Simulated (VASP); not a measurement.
Set up this calculation in VASP 6.6.1, as the native input.

```yaml
Task: single point
Functional: HSE06
Potentials_or_basis: VASP PAW PBE potentials, release 64 (Rb_sv, Br)
Cutoff: 520 eV
k_mesh: 4 × 4 × 4
Occupations: methfessel-paxton, width 0.5 eV
Spin: no spin polarisation
Dipole_correction: no
Grid_for_exact_exchange_PRECFOCK: Normal
Further_INCAR_settings: ALGO = Normal; EDIFF = 1e-06; NBANDS = 15
Screening_parameter: 0.2079 1/Å
```

RbBr:

```
Rb Br
1.0
     0.00000    3.46083    3.46083
     3.46083    0.00000    3.46083
     3.46083    3.46083    0.00000
Rb Br
1 1
Cartesian
  0.0000 0.0000 0.0000
  3.4608 3.4608 3.4608
```

The input as run:

POSCAR

```
RbBr
1.0
    0.0000000000      3.4608260448      3.4608260448
    3.4608260448      0.0000000000      3.4608260448
    3.4608260448      3.4608260448      0.0000000000
Rb Br
1 1
Direct
    0.0000000000      0.0000000000      0.0000000000
    0.5000000000      0.5000000000      0.5000000000
```

INCAR.step1

```
PREC = Accurate
ENCUT = 520
EDIFF = 1E-5
ISMEAR = 1
SIGMA = 0.5
LREAL = F
LASPH = T
NELM = 100
ALGO = Normal
ISIF = 2
LWAVE = T
LCHARG = F
NBANDS = 15
GGA = PE
```

INCAR.step2

```
PREC = Accurate
ENCUT = 520
EDIFF = 1E-6
ISMEAR = 1
SIGMA = 0.5
LREAL = F
LASPH = T
NELM = 100
ALGO = Normal
ISIF = 2
LWAVE = F
LCHARG = F
GGA = PE
LHFCALC = T
HFSCREEN = 0.2079
PRECFOCK = Normal
NBANDS = 15
ISTART = 1
```

KPOINTS

```
regular mesh
0
Gamma
  4 4 4
```

Potentials or basis: VASP PAW PBE potentials, release 64 (Rb_sv, Br).

The run is started by

```sh
$ cat potpaw_PBE.64/Rb_sv/POTCAR potpaw_PBE.64/Br/POTCAR > POTCAR
$ cp INCAR.step1 INCAR
$ mpirun -np 1 vasp_std > vasp.out
$ cp INCAR.step2 INCAR
$ mpirun -np 1 vasp_std > vasp.out
```

It gave:

```
Pressure               : 0.2 GPa
Band gap on the k mesh : 5.43 eV, direct
```

Caveat: the PAW data sets were made with another functional, which shifts forces and pressure a little.

Wall time 3.9 min on 1 thread of Intel(R) Xeon(R) 6975P-C (Granite Rapids), with other jobs on the host, peak memory 0.32 GiB.
